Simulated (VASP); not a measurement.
# SiGeO4: single point with PBE

Crystal: SiGeO4.

```
Si Ge O
1.0
     5.46610    0.00000    0.00000
    -2.73305    4.73378    0.00000
     0.00000    0.00000    8.92243
Si Ge O
2 2 8
Cartesian
  0.0000 3.1559 8.3650
  2.7331 1.5779 3.9038
  2.7331 1.5779 0.5568
  0.0000 3.1559 5.0181
  -1.3197 2.3939 8.9036
  1.3197 2.3939 8.9036
  0.0000 4.6797 8.9036
  0.0000 3.1559 6.7487
  2.7331 1.5779 2.2875
  2.7331 0.0541 4.4424
  1.4134 2.3398 4.4424
  4.0527 2.3398 4.4424
```

The cell was generated, and may not be a known phase.

```yaml
Program: VASP 6.6.1
Task: single point
Functional: PBE
Potentials_or_basis: VASP PAW PBE potentials, release 64 (Si, Ge_d, O)
Cutoff: 520 eV
k_mesh: 6 × 6 × 4
Occupations: gaussian, width 0.02 eV
Spin: no spin polarisation
Dipole_correction: no
Further_INCAR_settings: ALGO = Normal; EDIFF = 1e-06; NBANDS = 54
```

```yaml
Pressure: -0.2 GPa
Largest_force: 0.099 eV/Å
Band_gap_on_the_k_mesh: 4.03 eV
```

Forces on the atoms (eV/Å):
```
Si   0.000  0.000 -0.004
Si   0.000  0.000 -0.004
Ge   0.000  0.000 -0.002
Ge   0.000  0.000 -0.002
O   -0.080 -0.046  0.034
O    0.080 -0.046  0.034
O    0.000  0.093  0.034
O    0.000  0.000 -0.098
O    0.000  0.000 -0.098
O    0.000 -0.093  0.034
O   -0.080  0.046  0.034
O    0.080  0.046  0.034
```

Levels at points of the mesh, in eV from the valence-band top:
```tsv
k point	band 38	band 39	band 40	band 41	band 42	band 43	band 44	band 45	band 46	band 47
(0.00, 0.00, 0.00)	-0.64	-0.02	-0.02	0.00	0.00	4.03	5.55	6.89	7.74	8.05
(0.50, 0.00, 0.00)	-0.76	-0.67	-0.65	-0.44	-0.01	5.68	6.47	7.51	8.23	8.70
(0.00, 0.00, 0.50)	-0.33	-0.33	-0.33	0.00	0.00	4.79	4.79	7.27	7.27	8.61
(0.50, 0.00, 0.50)	-0.68	-0.55	-0.55	-0.24	-0.24	5.97	5.97	7.73	7.73	8.81
```

It took 18 min on 1 thread of Intel Xeon 8259CL (shared host), peak memory 0.46 GiB.

A k mesh can miss the band edges.
